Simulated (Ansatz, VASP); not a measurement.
**One calculation of Os, two programs**

```
Os
1.0
     2.71752    0.00000    0.00000
    -1.35876    2.35345    0.00000
     0.00000    0.00000    4.28446
Os
2
Direct
  0.33333 0.66667 0.25000
  0.66667 0.33333 0.75000
```

Alike in both runs: task single point; functional LDA; k mesh 13 × 13 × 8; no spin polarisation.

```csv
,VASP,Ansatz
version,VASP 6.6.1,Ansatz 0.2.0
potentials or method,"VASP PAW LDA potentials, release 64 (Os), cutoff 520 eV","plane waves (420 eV) with PAW, scalar-relativistic"
occupations,"methfessel-paxton of order 1, width 0.2 eV","cold, width 0.2 eV"
valence electrons in the cell,16,32
```

Ansatz gave:

* pressure (GPa): -0.1
* traceless stress, the component that is largest in VASP (GPa): -0.96

Task: Which values does VASP return?

Result: Pressure (GPa): 0.9; traceless stress, the component that is largest in VASP (GPa): -1.11.

Ansatz warns that its potentials were made for another functional, while VASP's fit it. LDA's correlation is that of Perdew and Zunger in VASP and of Perdew and Wang (1992) in Ansatz. VASP's potentials hold 16 valence electrons a cell and Ansatz's 32, so a difference there can come from the potentials and not from the codes.

Spin-orbit coupling is off throughout.
